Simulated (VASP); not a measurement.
# TiCo2 (Fd-3m) in VASP: a series of runs

TiCo2 is run at these levels: PBEsol; tasks: single point.

Everything below comes from runs of VASP 6.6.1. Logs are shortened: lines on timing, memory, paths and dates and some standing lists are left out, and cuts for length are marked.

### Step 1. The cell of the first run

Symmetry: Fd-3m, No. 227, cubic system. The conventional cell has a = 6.553 Å, b = 6.553 Å, c = 6.553 Å, α = 90.00°, β = 90.00°, γ = 90.00°. Ti (site symmetry -43m) has 12 Co at 2.72 Å and 4 Ti at 2.84 Å within 3.6 Å. Within 3.1 Å of Co (site symmetry -3m) lie 6 Co at 2.32 Å and 6 Ti at 2.72 Å.

### Step 2. Single point, PBEsol

File INCAR:

```
ALGO = Fast
EDIFF = 1E-6
ENCUT = 520
GGA = PS
ISIF = 2
ISMEAR = 0
LASPH = True
LCHARG = False
LREAL = False
LWAVE = False
NBANDS = 39
NELM = 100
PREC = Accurate
SIGMA = 0.15
```

File KPOINTS:

```
k-points
0
Gamma
  12 12 12
```

File POSCAR:

```
TiCo2
1.0
    0.0000000000      3.2763183082      3.2763183082
    3.2763183082      0.0000000000      3.2763183082
    3.2763183082      3.2763183082      0.0000000000
Ti Co
2 4
Direct
    0.5000000000      0.5000000000      0.5000000000
    0.7500000000      0.7500000000      0.7500000000
    0.1250000000      0.1250000000      0.1250000000
    0.6250000000      0.1250000000      0.1250000000
    0.1250000000      0.1250000000      0.6250000000
    0.1250000000      0.6250000000      0.1250000000
```

Potentials or basis: VASP PAW PBE potentials, release 64 (Ti_sv, Co).

On the command line:

```
> cat potpaw_PBE.64/Ti_sv/POTCAR potpaw_PBE.64/Co/POTCAR > POTCAR
> mpirun -np 1 vasp_std > vasp.out
```

OUTCAR:

```text
EDIFF = 1E-6
   ENCUT = 520
   GGA = PS
   ISIF = 2
   ISMEAR = 0
   LASPH = True
   LREAL = False
   NELM = 100
   PREC = Accurate

 ion  position               nearest neighbor table
   1  0.500  0.500  0.500-   3 2.72   5 2.72   6 2.72   3 2.72   4 2.72   5 2.72   3 2.72   4 2.72
                             6 2.72   4 2.72   5 2.72   6 2.72   2 2.84   2 2.84   2 2.84   2 2.84
   2  0.750  0.750  0.750-   4 2.72   5 2.72   6 2.72   3 2.72   4 2.72   6 2.72   3 2.72   4 2.72
                             5 2.72   3 2.72   5 2.72   6 2.72   1 2.84   1 2.84   1 2.84   1 2.84
   3  0.125  0.125  0.125-   4 2.32   5 2.32   6 2.32   5 2.32   6 2.32   4 2.32   1 2.72   2 2.72
                             1 2.72   2 2.72   1 2.72   2 2.72
   4  0.625  0.125  0.125-   3 2.32   5 2.32   6 2.32   3 2.32   5 2.32   6 2.32   2 2.72   1 2.72
                             1 2.72   2 2.72   2 2.72   1 2.72
   5  0.125  0.125  0.625-   3 2.32   3 2.32   4 2.32   6 2.32   6 2.32   4 2.32   1 2.72   2 2.72
                             1 2.72   2 2.72   1 2.72   2 2.72
   6  0.125  0.625  0.125-   3 2.32   5 2.32   3 2.32   4 2.32   5 2.32   4 2.32   2 2.72   1 2.72
                             2 2.72   2 2.72   1 2.72   1 2.72

  LATTYP: Found a face centered cubic cell.
 ALAT       =     6.5526366164

  Lattice vectors:

 A1 = (   0.0000000000,   3.2763183082,   3.2763183082)
 A2 = (   3.2763183082,   0.0000000000,   3.2763183082)
 A3 = (   3.2763183082,   3.2763183082,   0.0000000000)

Analysis of symmetry for initial positions (statically):
=====================================================================
 Subroutine PRICEL returns:
 Original cell was already a primitive cell.

 Routine SETGRP: Setting up the symmetry group for a
 face centered cubic supercell.

 Subroutine GETGRP returns: Found 48 space group operations
 (whereof 24 operations were pure point group operations)
 out of a pool of 48 trial point group operations.

The static configuration has the point symmetry T_d .
 The point group associated with its full space group is O_h .

Analysis of symmetry for dynamics (positions and initial velocities):
=====================================================================
 Subroutine PRICEL returns:
 Original cell was already a primitive cell.

 Routine SETGRP: Setting up the symmetry group for a
 face centered cubic supercell.

 Subroutine GETGRP returns: Found 48 space group operations
 (whereof 24 operations were pure point group operations)
 out of a pool of 48 trial point group operations.

The dynamic configuration has the point symmetry T_d .
 The point group associated with its full space group is O_h .

 Subroutine INISYM returns: Found 48 space group operations
 (whereof 24 operations are pure point group operations),
 and found     1 'primitive' translations

----------------------------------------------------------------------------------------

                                     Primitive cell

  volume of cell :      70.3377

  direct lattice vectors                    reciprocal lattice vectors
     0.000000000  3.276318308  3.276318308    -0.152610324  0.152610324  0.152610324
     3.276318308  0.000000000  3.276318308     0.152610324 -0.152610324  0.152610324
     3.276318308  3.276318308  0.000000000     0.152610324  0.152610324 -0.152610324

  length of vectors
     4.633413786  4.633413786  4.633413786     0.264328836  0.264328836  0.264328836

  position of ions in fractional coordinates (direct lattice)
     0.500000000  0.500000000  0.500000000
     0.750000000  0.750000000  0.750000000
     0.125000000  0.125000000  0.125000000
     0.625000000  0.125000000  0.125000000
     0.125000000  0.125000000  0.625000000
     0.125000000  0.625000000  0.125000000

  ion indices of the primitive-cell ions
   primitive index   ion index
                 1           1
                 2           2
                 3           3
                 4           4
                 5           5
                 6           6

----------------------------------------------------------------------------------------

 KPOINTS: k-points

Automatic generation of k-mesh.
 Grid dimensions read from file:
 generate k-points for:   12   12   12

 Generating k-lattice:

  Cartesian coordinates                     Fractional coordinates (reciprocal lattice)
    -0.012717527  0.012717527  0.012717527     0.083333333  0.000000000  0.000000000
     0.012717527 -0.012717527  0.012717527     0.000000000  0.083333333  0.000000000
     0.012717527  0.012717527 -0.012717527     0.000000000  0.000000000  0.083333333

  Length of vectors
     0.022027403  0.022027403  0.022027403

  Shift w.r.t. Gamma in fractional coordinates (k-lattice)
     0.000000000  0.000000000  0.000000000

 Subroutine IBZKPT returns following result:
 ===========================================

 Found     72 irreducible k-points:

 Following reciprocal coordinates:
            Coordinates               Weight
  0.000000  0.000000  0.000000      1.000000
  0.083333  0.000000  0.000000      8.000000
  0.166667  0.000000  0.000000      8.000000
  0.250000  0.000000  0.000000      8.000000
  0.333333  0.000000  0.000000      8.000000
  0.416667  0.000000  0.000000      8.000000
[... 16 lines left out ...]
  0.500000  0.166667  0.000000     24.000000
 -0.416667  0.166667  0.000000     24.000000
 [... further k-points ...]
   k-points           NKPTS =     72   k-points in BZ     NKDIM =     72   number of bands    NBANDS=     39
   number of dos      NEDOS =    301   number of ions     NIONS =      6
   total plane-waves  NPLWV =  46656
   dimension x,y,z NGX =    36 NGY =   36 NGZ =   36
   dimension x,y,z NGXF=    72 NGYF=   72 NGZF=   72
   ions per type =               2   4
   NGX,Y,Z   is equivalent  to a cutoff of  12.92, 12.92, 12.92 a.u.
   NGXF,Y,Z  is equivalent  to a cutoff of  25.83, 25.83, 25.83 a.u.
 SYSTEM =  unknown system
   PREC   = accura    normal or accurate (medium, high low for compatibility)
   ISTART =      0    job   : 0-new  1-cont  2-samecut
   ICHARG =      2    charge: 1-file 2-atom 10-const
   ISPIN  =      1    spin polarized calculation?
   LNONCOLLINEAR =      F non collinear calculations
   LSORBIT =      F    spin-orbit coupling
   LASPH  =      T    aspherical Exc in radial PAW
   ENCUT  =  520.0 eV  38.22 Ry    6.18 a.u.   8.62  8.62  8.62*2*pi/ulx,y,z
   NELM   =    100;   NELMIN=  2; NELMDL= -5     # of ELM steps
   EDIFF  = 0.1E-05   stopping-criterion for ELM
   LREAL  =      F    real-space projection
   EDIFFG = 0.1E-04   stopping-criterion for IOM
   NSW    =      0    number of steps for IOM
   IBRION =     -1    ionic relax: 0-MD 1-quasi-New 2-CG
   NFREE  =      0    steps in history (QN), initial steepest desc. (CG)
   ISIF   =      2    stress and relaxation
   ISYM   =      2    0-nonsym 1-usesym 2-fastsym
   POTIM  = 0.5000    time-step for ionic-motion
   TEBEG  =    0.0;   TEEND  =   0.0 temperature during run
   PSTRESS=    0.0 pullay stress
   NELECT =      60.0000    total number of electrons
   NUPDOWN=      -1.0000    fix difference up-down
   EMIN   =  10.00;   EMAX   =-10.00  energy-range for DOS
   EFERMI =   0.00;   METHOD = LEGACY
   ISMEAR =     0;   SIGMA  =   0.15  broadening in eV -4-tet -1-fermi 0-gaus
   EFERMI_NEDOS =   21; number of points for ismear=-14 and -15
   IALGO  =     68    algorithm
   IMIX   =      4    mixing-type and parameters
     AMIX     =   0.40;   BMIX     =  1.00
     AMIX_MAG =   1.60;   BMIX_MAG =  1.00
  volume/ion in A,a.u.               =      11.72        79.11
  Fermi-wavevector in a.u.,A,eV,Ry     =   1.552610  2.934008 32.798192  2.410599
  Thomas-Fermi vector in A             =   2.656961
   LORBIT       =      0    0 simple, 1 ext, 2 COOP (PROOUT), +10 PAW based schemes
   GGA     = PS    functional components
   LHFCALC =     F    Hartree Fock is set to
   AEXX    =    0.0000 exact exchange contribution
   IVDW    =     0    specifies the selected vdW correction
   LEPSILON=     F    determine dielectric tensor
   LRPA    =     F    only Hartree local field effects (RPA)
 non-spin polarized calculation
 RMM-DIIS sequential band-by-band and
 Gauss-broadening in eV      SIGMA  =   0.15
  energy-cutoff  :      520.00
  volume of cell :       70.34
 maximum number of plane-waves:      1924
   NGX = 17   NGY = 17   NGZ = 17

 number of electron      59.9999979 magnetization

 Free energy of the ion-electron system (eV)
  ---------------------------------------------------
  ext. energy  EPLUGINS =         0.00000000
  ---------------------------------------------------
  free energy    TOTEN  =       -49.77024440 eV

  energy without entropy =      -49.67670199  energy(sigma->0) =      -49.72347320

 E-fermi :  10.6083     XC(G=0): -13.3250

 val. band max:       10.6074084672   @ k =   0.5000   0.3333   0.1667
 cond. band min:      10.6138332919   @ k =   0.2500   0.0833   0.0000
 fundamental gap:      0.0064248248
 Fermi energy:        10.6083030215

 k-point     1 :       0.0000    0.0000    0.0000
  band No.  band energies     occupation
      1     -46.2286      2.00000
      2     -46.1189      2.00000
      3     -22.6460      2.00000
      4     -22.6460      2.00000
      5     -22.6460      2.00000
      6     -22.4151      2.00000
[... 31 lines left out ...]
     38      12.0432      0.00000
     39      13.3223      0.00000

 k-point     2 :       0.0833    0.0000    0.0000
  band No.  band energies     occupation
      1     -46.2272      2.00000
      2     -46.1203      2.00000
      3     -22.6477      2.00000
      4     -22.6477      2.00000
      5     -22.6454      2.00000
      6     -22.4162      2.00000
[... 913 lines left out ...]
     38      12.5409      0.00000
     39      13.1794      0.00000

 k-point    24 :      -0.4167    0.1667    0.0000
  band No.  band energies     occupation
      1     -46.1964      2.00000
      2     -46.1508      2.00000
      3     -22.6920      2.00000
      4     -22.6744      2.00000
      5     -22.6116      2.00000
      6     -22.4530      2.00000
[... 31 lines left out ...]
     38      12.4110      0.00000
     39      13.0676      0.00000

 [... further k-points ...]

------------------------ aborting loop because EDIFF is reached ----------------------------------------

  FORCE on cell =-STRESS in cart. coord.  units (eV):
  Direction    XX          YY          ZZ          XY          YZ          ZX
  --------------------------------------------------------------------------------------
  -------------------------------------------------------------------------------------
  Total       -0.2669187     -0.2669187     -0.2669187      0.0000000      0.0000000      0.0000000
  in kB       -6.0799684     -6.0799684     -6.0799684      0.0000000      0.0000000      0.0000000
  external PRESSURE =      -6.0799684 kB  Pullay stress =       0.0000000 kB

 VOLUME and BASIS-vectors are now :
 -----------------------------------------------------------------------------
  energy-cutoff  :      520.00
  volume of cell :       70.34
      direct lattice vectors                 reciprocal lattice vectors
     0.000000000  3.276318308  3.276318308    -0.152610324  0.152610324  0.152610324
     3.276318308  0.000000000  3.276318308     0.152610324 -0.152610324  0.152610324
     3.276318308  3.276318308  0.000000000     0.152610324  0.152610324 -0.152610324

 POSITION                                       TOTAL-FORCE (eV/Angst)
 -----------------------------------------------------------------------------------
      3.27632      3.27632      3.27632         0.000000      0.000000      0.000000
      4.91448      4.91448      4.91448        -0.000000     -0.000000     -0.000000
      0.81908      0.81908      0.81908        -0.000000      0.000000     -0.000000
      0.81908      2.45724      2.45724        -0.000000      0.000000     -0.000000
      2.45724      2.45724      0.81908        -0.000000      0.000000     -0.000000
      2.45724      0.81908      2.45724        -0.000000      0.000000     -0.000000
 -----------------------------------------------------------------------------------
    total drift:                                0.000000      0.000000      0.000000

  FREE ENERGIE OF THE ION-ELECTRON SYSTEM (eV)
  ---------------------------------------------------
  free  energy   TOTEN  =       -49.7702443996 eV

  energy  without entropy=      -49.6767019913  energy(sigma->0) =      -49.72347320
```

Run time: 4.1 min. Hardware: 1 thread of Intel Xeon 6975P-C (Granite Rapids), shared host; peak memory 0.31 GiB.

What came out:

| Property | Result |
| --- | --- |
| Free energy | -49.7702 eV |
| Pressure | -0.6 GPa |
| Band gap on the k mesh | zero (bands 30 and 31 overlap by 0.81 eV) |

Levels at points of the mesh, in eV from the Fermi level:
```
           k point  band 28  band 29  band 30  band 31  band 32  band 33
(0.00, 0.00, 0.00)    -0.64    -0.56    -0.56    -0.56     0.86     0.86
(0.50, 0.00, 0.00)    -0.38    -0.38     0.14     0.14     0.57     0.57
(0.50, 0.50, 0.00)    -0.58    -0.53    -0.53    -0.02    -0.02     0.93
```

Caveat: the PAW data sets were made with another functional, which shifts forces and pressure a little; the run has no spin polarisation, though such a crystal can be magnetic. Spin polarisation is off, so any magnetic state and its effect on volume and gap are missing.

[end of part 1 of 2]
